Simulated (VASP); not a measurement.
# Fe (Im-3m) in VASP: further runs

The runs below take Fe through single point, with HSE06, PBEsol-based screened hybrid with 25 % exact exchange, r2SCAN+D4.

All numbers are computed with VASP 6.6.1; they aren't measurements. Logs are shortened: lines on timing, memory, paths and dates and some standing lists are left out, and cuts for length are marked.

### 1 The cell of the first run

Symmetry: Im-3m, No. 229, cubic system. The conventional cell has a = 2.827 Å, b = 2.827 Å, c = 2.827 Å, α = 90.00°, β = 90.00°, γ = 90.00°. Fe (site symmetry m-3m) has 14 Fe at 2.45 to 2.83 Å within 3.2 Å.

### 2 Single point, HSE06, collinear spin, ferromagnetic start

POSCAR

```
Fe
1.0
   -1.4135427549      1.4135427549      1.4135427549
    1.4135427549     -1.4135427549      1.4135427549
    1.4135427549      1.4135427549     -1.4135427549
Fe
1
Direct
    0.0000000000      0.0000000000      0.0000000000
```

INCAR.step1

```
  ALGO = Normal
  EDIFF = 1E-5
  ENCUT = 520
  GGA = PE
  ISIF = 2
  ISMEAR = -1
  ISPIN = 2
  LASPH = T
  LMAXMIX = 4
  LORBIT = 11
  LREAL = F
  LWAVE = T
  MAGMOM = 3
  NBANDS = 14
  NELM = 150
  PREC = Accurate
  SIGMA = 0.05
```

INCAR.step2

```
  ALGO = Normal
  EDIFF = 1E-6
  ENCUT = 520
  GGA = PE
  HFSCREEN = 0.2079
  ISIF = 2
  ISMEAR = -1
  ISPIN = 2
  ISTART = 1
  LASPH = T
  LCHARG = T
  LELF = T
  LHFCALC = T
  LMAXMIX = 4
  LORBIT = 11
  LREAL = F
  LVHAR = T
  LWAVE = F
  MAGMOM = 3
  NBANDS = 14
  NELM = 150
  PREC = Accurate
  PRECFOCK = Normal
  SIGMA = 0.05
```

KPOINTS

```
k-points
0
Gamma
  8 8 8
```

Potentials or basis: VASP PAW PBE potentials, release 64 (Fe).

Launch:

```sh
$ cat potpaw_PBE.64/Fe/POTCAR > POTCAR
$ cp INCAR.step1 INCAR
$ mpirun -np 1 vasp_std > vasp.out
$ cp INCAR.step2 INCAR
$ mpirun -np 1 vasp_std > vasp.out
```

OUTCAR:

```text
EDIFF = 1E-6
   ENCUT = 520
   GGA = PE
   HFSCREEN = 0.2079
   ISIF = 2
   ISMEAR = -1
   ISPIN = 2
   ISTART = 1
   LASPH = T
   LHFCALC = T
   LORBIT = 11
   LREAL = F
   NELM = 150
   PREC = Accurate
   PRECFOCK = Normal

 ion  position               nearest neighbor table
   1  0.000  0.000  0.000-

  LATTYP: Found a body centered cubic cell.
 ALAT       =     2.8270855098

  Lattice vectors:

 A1 = (  -1.4135427549,   1.4135427549,   1.4135427549)
 A2 = (   1.4135427549,  -1.4135427549,   1.4135427549)
 A3 = (   1.4135427549,   1.4135427549,  -1.4135427549)

Analysis of symmetry for initial positions (statically):
=====================================================================
 Subroutine PRICEL returns:
 Original cell was already a primitive cell.

 Routine SETGRP: Setting up the symmetry group for a
 body centered cubic supercell.

 Subroutine GETGRP returns: Found 48 space group operations
 (whereof 48 operations were pure point group operations)
 out of a pool of 48 trial point group operations.

The static configuration has the point symmetry O_h .

Analysis of symmetry for dynamics (positions and initial velocities):
=====================================================================
 Subroutine PRICEL returns:
 Original cell was already a primitive cell.

 Routine SETGRP: Setting up the symmetry group for a
 body centered cubic supercell.

 Subroutine GETGRP returns: Found 48 space group operations
 (whereof 48 operations were pure point group operations)
 out of a pool of 48 trial point group operations.

The dynamic configuration has the point symmetry O_h .

Analysis of structural, dynamic, and magnetic symmetry:
=====================================================================
 Subroutine PRICEL returns:
 Original cell was already a primitive cell.

 Routine SETGRP: Setting up the symmetry group for a
 body centered cubic supercell.

 Subroutine GETGRP returns: Found 48 space group operations
 (whereof 48 operations were pure point group operations)
 out of a pool of 48 trial point group operations.

The overall configuration has the point symmetry O_h .

 Subroutine INISYM returns: Found 48 space group operations
 (whereof 48 operations are pure point group operations),
 and found     1 'primitive' translations

----------------------------------------------------------------------------------------

                                     Primitive cell

  volume of cell :      11.2976

  direct lattice vectors                    reciprocal lattice vectors
    -1.413542755  1.413542755  1.413542755     0.000000000  0.353721172  0.353721172
     1.413542755 -1.413542755  1.413542755     0.353721172  0.000000000  0.353721172
     1.413542755  1.413542755 -1.413542755     0.353721172  0.353721172  0.000000000

  length of vectors
     2.448327870  2.448327870  2.448327870     0.500237279  0.500237279  0.500237279

  position of ions in fractional coordinates (direct lattice)
     0.000000000  0.000000000  0.000000000

  ion indices of the primitive-cell ions
   primitive index   ion index
                 1           1

----------------------------------------------------------------------------------------

 KPOINTS: k-points

Automatic generation of k-mesh.
 Grid dimensions read from file:
 generate k-points for:    8    8    8

 Generating k-lattice:

  Cartesian coordinates                     Fractional coordinates (reciprocal lattice)
     0.000000000  0.044215147  0.044215147     0.125000000  0.000000000  0.000000000
     0.044215147  0.000000000  0.044215147     0.000000000  0.125000000  0.000000000
     0.044215147  0.044215147  0.000000000     0.000000000  0.000000000  0.125000000

  Length of vectors
     0.062529660  0.062529660  0.062529660

  Shift w.r.t. Gamma in fractional coordinates (k-lattice)
     0.000000000  0.000000000  0.000000000

 Subroutine IBZKPT returns following result:
 ===========================================

 Found     29 irreducible k-points:

 Following reciprocal coordinates:
            Coordinates               Weight
  0.000000  0.000000  0.000000      1.000000
  0.125000  0.000000  0.000000     12.000000
  0.250000  0.000000  0.000000     12.000000
  0.375000  0.000000  0.000000     12.000000
  0.500000  0.000000  0.000000      6.000000
  0.125000  0.125000  0.000000     24.000000
[... 16 lines left out ...]
 -0.250000  0.250000  0.250000      6.000000
 -0.375000  0.375000  0.250000     24.000000
 [... further k-points ...]
   k-points           NKPTS =     29   k-points in BZ     NKDIM =    512   number of bands    NBANDS=     14
   number of dos      NEDOS =    301   number of ions     NIONS =      1
   total plane-waves  NPLWV =   5832
   dimension x,y,z NGX =    18 NGY =   18 NGZ =   18
   dimension x,y,z NGXF=    36 NGYF=   36 NGZF=   36
   ions per type =               1
   NGX,Y,Z   is equivalent  to a cutoff of  12.22, 12.22, 12.22 a.u.
   NGXF,Y,Z  is equivalent  to a cutoff of  24.44, 24.44, 24.44 a.u.
 SYSTEM =  unknown system
   PREC   = accura    normal or accurate (medium, high low for compatibility)
   ISTART =      1    job   : 0-new  1-cont  2-samecut
   ICHARG =      0    charge: 1-file 2-atom 10-const
   ISPIN  =      2    spin polarized calculation?
   LNONCOLLINEAR =      F non collinear calculations
   LSORBIT =      F    spin-orbit coupling
   LASPH  =      T    aspherical Exc in radial PAW
   ENCUT  =  520.0 eV  38.22 Ry    6.18 a.u.   4.55  4.55  4.55*2*pi/ulx,y,z
   NELM   =    150;   NELMIN=  2; NELMDL=  0     # of ELM steps
   EDIFF  = 0.1E-05   stopping-criterion for ELM
   LREAL  =      F    real-space projection
   EDIFFG = 0.1E-04   stopping-criterion for IOM
   NSW    =      0    number of steps for IOM
   IBRION =     -1    ionic relax: 0-MD 1-quasi-New 2-CG
   NFREE  =      0    steps in history (QN), initial steepest desc. (CG)
   ISIF   =      2    stress and relaxation
   ISYM   =      3    0-nonsym 1-usesym 2-fastsym
   POTIM  = 0.5000    time-step for ionic-motion
   TEBEG  =    0.0;   TEEND  =   0.0 temperature during run
   PSTRESS=    0.0 pullay stress
   NELECT =       8.0000    total number of electrons
   NUPDOWN=      -1.0000    fix difference up-down
   EMIN   =  10.00;   EMAX   =-10.00  energy-range for DOS
   EFERMI =   0.00;   METHOD = LEGACY
   ISMEAR =    -1;   SIGMA  =   0.05  broadening in eV -4-tet -1-fermi 0-gaus
   EFERMI_NEDOS =   21; number of points for ismear=-14 and -15
   IALGO  =     38    algorithm
   IMIX   =      1    mixing-type and parameters
     AMIX     =   0.40;   BMIX     =  1.00
     AMIX_MAG =   1.60;   BMIX_MAG =  1.00
  volume/ion in A,a.u.               =      11.30        76.24
  Fermi-wavevector in a.u.,A,eV,Ry     =   1.459181  2.757453 28.969656  2.129210
  Thomas-Fermi vector in A             =   2.575778
   LORBIT       =     11    0 simple, 1 ext, 2 COOP (PROOUT), +10 PAW based schemes
   GGA     = PE    functional components
   LHFCALC =     T    Hartree Fock is set to
   PRECFOCK=normal    Normal, Fast or Accurate (Low or Medium for compatibility)
   ENCUT4O =  -1.0   cutoff for four orbital integrals eV
   NKREDX  =     1    reduce k-point grid by
   NKREDY  =     1    reduce k-point grid by
   NKREDZ  =     1    reduce k-point grid by
   AEXX    =    0.2500 exact exchange contribution
   HFSCREEN=    0.2079 screening length (either q_TF or 0.3 A-1)
   HFSCREENC=   0.2079 screening length for correlation (either q_TF or 0.3 A-1)
   ENCUTFOCK=  -1.0 apply spherical cutoff to Coloumb kernel
   IVDW    =     0    specifies the selected vdW correction
   LEPSILON=     F    determine dielectric tensor
   LRPA    =     F    only Hartree local field effects (RPA)
 spin polarized calculation
  energy-cutoff  :      520.00
  volume of cell :       11.30
 maximum number of plane-waves:       321
  NGX = 14; NGY = 14; NGZ = 14

 number of electron       8.0000009 magnetization       2.7874412

 Free energy of the ion-electron system (eV)
  ---------------------------------------------------
  ext. energy  EPLUGINS =         0.00000000
  ---------------------------------------------------
  free energy    TOTEN  =       -11.49831331 eV

  energy without entropy =      -11.49127950  energy(sigma->0) =      -11.49479640

 E-fermi :   6.0615     XC(G=0): -10.6811

 val. band max:        6.0534334597   @ k =  -0.2500   0.3750   0.1250
 cond. band min:       6.0796605095   @ k =   0.1250   0.1250   0.0000
 fundamental gap:      0.0262270499
 Fermi energy:         6.0614750687

 spin component 1

 k-point     1 :       0.0000    0.0000    0.0000
  band No.  band energies     occupation
      1      -3.6134      1.00000
      2       1.0177      1.00000
      3       1.0177      1.00000
      4       1.0177      1.00000
      5       2.2811      1.00000
      6       2.2811      1.00000
      7      32.2967      0.00000
      8      32.2967      0.00000
      9      32.2967      0.00000
     10      37.5568      0.00000
     11      37.5568      0.00000
     12      39.8716      0.00000
     13      39.8716      0.00000
     14      39.8717      0.00000
[... 379 lines left out ...]
      3       1.5851      1.00000
      4       2.0520      1.00000
      5       3.1841      1.00000
      6       7.8976      0.00000
      7      18.5298      0.00000
      8      21.6855      0.00000
      9      24.4560      0.00000
     10      28.1511      0.00000
     11      38.2198      0.00000
     12      40.0651      0.00000
     13      43.1924      0.00000
     14      47.9540      0.00000

 [... further k-points ...]

 spin component 2

 k-point     1 :       0.0000    0.0000    0.0000
  band No.  band energies     occupation
      1      -4.1184      1.00000
      2       6.8679      0.00000
      3       6.8679      0.00000
      4       6.8680      0.00000
      5       9.8301      0.00000
      6       9.8302      0.00000
      7      31.5462      0.00000
      8      31.5462      0.00000
      9      31.5462      0.00000
     10      37.6591      0.00000
     11      37.6591      0.00000
     12      41.1456      0.00000
     13      41.1456      0.00000
     14      41.1456      0.00000
[... 379 lines left out ...]
      3       7.0158      0.00000
      4       7.8639      0.00000
      5       9.6451      0.00000
      6      11.4656      0.00000
      7      20.0015      0.00000
      8      22.6131      0.00000
      9      25.5831      0.00000
     10      28.7152      0.00000
     11      39.0388      0.00000
     12      40.6706      0.00000
     13      43.5772      0.00000
     14      48.3254      0.00000

 [... further k-points ...]

------------------------ aborting loop because EDIFF is reached ----------------------------------------

  FORCE on cell =-STRESS in cart. coord.  units (eV):
  Direction    XX          YY          ZZ          XY          YZ          ZX
  --------------------------------------------------------------------------------------
  -------------------------------------------------------------------------------------
  Total        1.2147213      1.2147213      1.2147213     -0.0000000     -0.0000000     -0.0000000
  in kB      172.2663193    172.2663193    172.2663193     -0.0000000     -0.0000000     -0.0000000
  external PRESSURE =     172.2663193 kB  Pullay stress =       0.0000000 kB

 VOLUME and BASIS-vectors are now :
 -----------------------------------------------------------------------------
  energy-cutoff  :      520.00
  volume of cell :       11.30
      direct lattice vectors                 reciprocal lattice vectors
    -1.413542755  1.413542755  1.413542755     0.000000000  0.353721172  0.353721172
     1.413542755 -1.413542755  1.413542755     0.353721172  0.000000000  0.353721172
     1.413542755  1.413542755 -1.413542755     0.353721172  0.353721172  0.000000000

 POSITION                                       TOTAL-FORCE (eV/Angst)
 -----------------------------------------------------------------------------------
      0.00000      0.00000      0.00000         0.000000     -0.000000      0.000000
 -----------------------------------------------------------------------------------
    total drift:                               -0.000000     -0.000000     -0.000000

  FREE ENERGIE OF THE ION-ELECTRON SYSTEM (eV)
  ---------------------------------------------------
  free  energy   TOTEN  =       -11.4983133104 eV

  energy  without entropy=      -11.4912794992  energy(sigma->0) =      -11.49479640

 total charge

# of ion       s       p       d       tot
------------------------------------------
    1        0.512   0.587   6.216   7.315

 magnetization (x)

# of ion       s       p       d       tot
------------------------------------------
    1       -0.034  -0.162   3.019   2.824
```

It took 54 min on 1 thread of Intel Xeon 8259CL, shared host; peak memory 0.24 GiB.

Results:

* Free energy: -11.4983 eV
* Pressure: 17.2 GPa
* Net moment: 2.79 μB per cell
* Site moments: Fe +2.82 μB
* Valence electrons inside the program's atomic spheres: Fe 7.32

Caveat: the k points lie up to 0.39 Å⁻¹ apart; the PAW data sets were made with another functional, which shifts forces and pressure a little.

(Continued in part 2 of 2.)
